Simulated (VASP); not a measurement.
WC, 2 atoms in the cell. It takes space group P-6m2 (No. 187, hexagonal). The conventional cell has a = 2.810 Å, b = 2.810 Å, c = 3.015 Å, α = 90.00°, β = 90.00°, γ = 120.00°. W (site symmetry -6m2) has 6 C at 2.21 Å and 6 W at 2.81 Å within 2.9 Å. Within 2.9 Å of C (site symmetry -6m2) lie 6 W at 2.21 Å and 6 C at 2.81 Å.  This cell differs from its parent crystal: ratio of the length along z to the lengths across it x 1.1, volume and fractional coordinates fixed.

* Program: VASP 6.6.1
* Task: single point
* Functional: PBEsol
* Potentials or basis: VASP PAW PBE potentials, release 64 (W_sv, C)
* Cutoff: 520 eV
* k mesh: 21 × 21 × 18
* Occupations: gaussian, width 0.15 eV
* Spin: no spin polarisation
* Dipole correction: no
* Further INCAR settings: ALGO = Normal; EDIFF = 1e-07; NBANDS = 16

Potentials or basis: VASP PAW PBE potentials, release 64 (W_sv, C).

Run with:

```sh
$ cat potpaw_PBE.64/W_sv/POTCAR potpaw_PBE.64/C/POTCAR > POTCAR
$ mpirun -np 1 vasp_std > vasp.out
```

Hardware: 1 thread of Intel(R) Xeon(R) Platinum 8259CL CPU @ 2.50GHz (Skylake/Cascade Lake) (shared host).

Q: How long does it take, and how much memory?

A: Run time: 81 s on 1 thread of Intel(R) Xeon(R) Platinum 8259CL CPU @ 2.50GHz (Skylake/Cascade Lake), with other jobs on the host, peak memory 0.27 GiB. Counts: scf iterations 12, k points 480.
